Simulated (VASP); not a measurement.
Here is a VASP 6.6.1 calculation.

File POSCAR:

```
As
1.0
    1.8117397713      1.0460084447      5.2819510162
   -1.8117397713      1.0460084447      5.2819510162
    0.0000000000     -2.0920168894      5.2819510162
As
2
Direct
    0.7898053310      0.7898053310      0.7898053310
    0.2101946690      0.2101946690      0.2101946690
```

INCAR.step1

```
SYSTEM = As
PREC = Accurate
ENCUT = 600
ISMEAR = 0
SIGMA = 0.02
LREAL = .FALSE.
LASPH = .TRUE.
NELM = 100
GGA = PE
ALGO = Normal
EDIFF = 1E-4
LWAVE = .TRUE.
LCHARG = .FALSE.
```

The input INCAR.step2:

```
SYSTEM = As
PREC = Accurate
ENCUT = 600
EDIFF = 1E-6
ISMEAR = 0
SIGMA = 0.02
LREAL = .FALSE.
LASPH = .TRUE.
NELM = 100
ALGO = Normal
ISIF = 4
LWAVE = .FALSE.
LCHARG = .FALSE.
METAGGA = R2SCAN
LMIXTAU = .TRUE.
IBRION = 2
NSW = 50
EDIFFG = -0.01
ISTART = 1
```

KPOINTS

```
regular mesh
0
G
  9 9 9
  0 0 0
```

Potentials or basis: VASP PAW PBE potentials, release 64 (As).

Command:

```sh
$ cat potpaw_PBE.64/As/POTCAR > POTCAR
$ cp INCAR.step1 INCAR
$ mpirun -np 1 vasp_std > vasp.out
$ cp INCAR.step2 INCAR
$ mpirun -np 1 vasp_std > vasp.out
```

Task: Predict the band gap on the k mesh.

Result: 1.04 eV (least direct gap 1.73 eV).

Forces on the atoms (eV/Å):
```
As   0.000  0.000 -0.004
As   0.000  0.000  0.004
```

Caveat: the PAW data sets were made with another functional, which shifts forces and pressure a little. A k mesh can miss the band edges.
